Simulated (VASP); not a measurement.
The system is TlPS4.

```
CELL_PARAMETERS angstrom
4.00263 0.00000 0.00000
-2.00132 3.46638 0.00000
0.00000 0.00000 8.88755
ATOMIC_POSITIONS crystal
Tl 0.00000 0.00000 0.50000
P 0.00000 0.00000 0.00000
S 0.66667 0.33333 0.23369
S 0.33333 0.66667 0.76631
S 0.33333 0.66667 0.23369
S 0.66667 0.33333 0.76631
```

| Quantity | Value |
| --- | --- |
| Program | VASP 6.6.1 |
| Task | relaxation of cell and atoms |
| Functional | PBE |
| Potentials or basis | VASP PAW PBE potentials, release 64 (Tl_d, P, S) |
| Cutoff | 600 eV |
| k mesh | 6 × 6 × 2 |
| Occupations | gaussian, width 0.1 eV |
| Spin | no spin polarisation |

At the start: pressure 3.8 GPa; volume 20.55 Å³/atom.

**Question.** Where does the relaxation end?

**Answer.** Over 13 steps the energy falls by 234.0 meV/atom and the volume is 20.77 Å³/atom (+1.1 %); space group P6/mmm (No. 191, to 0.05 Å).

Step by step:
| step | energy change (eV) | largest force (eV/Å) | pressure (GPa) | volume (Å³) |
| --- | --- | --- | --- | --- |
| 1 | 0.0000 | 0.6891 | 3.79 | 123.31 |
| 2 | -0.5416 | 0.6960 | -0.85 | 131.94 |
| 3 | -0.6936 | 0.6504 | -3.95 | 139.52 |
| 4 | -1.0584 | 0.5863 | -3.35 | 132.29 |
| 5 | -1.2368 | 0.2887 | -2.07 | 124.29 |
| 6 | -1.3047 | 0.2328 | 1.45 | 117.85 |
| 7 | -1.3069 | 0.2404 | 0.89 | 118.78 |
| 8 | -1.3404 | 0.2208 | 0.72 | 120.05 |
| 9 | -1.3965 | 0.1116 | 0.34 | 123.78 |
| 10 | -1.3980 | 0.0910 | 0.30 | 124.45 |
| 11 | -1.4008 | 0.0235 | -0.60 | 126.39 |
| 12 | -1.4029 | 0.0476 | -0.26 | 125.60 |
| 13 | -1.4039 | 0.0061 | 0.12 | 124.65 |

Final structure:
```
Tl P S
1.0
     4.30615    0.00000    0.00000
    -2.15308    3.72924    0.00000
     0.00000    0.00000    7.76208
Tl P S
1 1 4
Direct
  0.00000 0.00000 0.50000
  0.00000 0.00000 0.00000
  0.66667 0.33333 0.19554
  0.33333 0.66667 0.80446
  0.33333 0.66667 0.19554
  0.66667 0.33333 0.80446
```
